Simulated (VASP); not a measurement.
Cu: single point with LDA

Cu:

```
Cu
1.0
     5.56011    0.00000    0.00000
     0.00000    5.56011    0.00000
    -2.78005   -2.78005    5.60676
Cu
2
Direct
  0.50000 0.00000 0.00000
  0.00000 0.50000 0.00000
```

```yaml
Program: VASP 6.6.1
Task: single point
Functional: LDA
Potentials_or_basis: VASP PAW LDA potentials, release 64 (Cu)
Cutoff: 520 eV
k_mesh: 6 × 6 × 6
Occupations: gaussian, width 0.1 eV
Spin: collinear spin
Starting_moments: "[1.0, 1.0] μB"
```

```
Pressure                                              : -2.2 GPa
Band gap on the k mesh                                : zero (filled and empty bands overlap)
Net moment                                            : 0.00 μB per cell
Valence electrons inside the program's atomic spheres : Cu 9.72
```

Stress tensor (GPa, compression positive):
```
-3.21  0.00  0.00
 0.00 -3.21  0.00
 0.00  0.00 -0.18
```

Levels at points of the mesh, in eV from the Fermi level:
Spin up:
```tsv
k point	band 9	band 10	band 11	band 12	band 13	band 14
(0.00, 0.00, 0.00)	-0.66	-0.65	-0.63	1.83	4.06	4.06
(0.50, 0.00, 0.00)	-0.70	-0.70	-0.24	-0.24	4.15	4.15
(0.50, 0.50, 0.00)	-0.66	-0.66	0.26	0.45	2.31	2.62
(0.00, 0.00, 0.50)	-0.67	-0.63	-0.63	1.65	2.32	3.82
```
Spin down:
```csv
k point,band 8,band 9,band 10,band 11,band 12,band 13,band 14,band 15
"(0.00, 0.00, 0.00)",-0.66,-0.66,-0.65,-0.63,1.83,4.06,4.06,4.18
"(0.50, 0.00, 0.00)",-0.70,-0.70,-0.70,-0.24,-0.24,4.15,4.15,5.27
"(0.50, 0.50, 0.00)",-0.66,-0.66,-0.66,0.26,0.45,2.31,2.62,4.07
"(0.00, 0.00, 0.50)",-0.67,-0.67,-0.63,-0.63,1.65,2.32,3.82,3.82
```

Run time: 5.2 min on 1 thread of Oxide Virtual Turin-like Processor (shared host), peak memory 0.31 GiB.
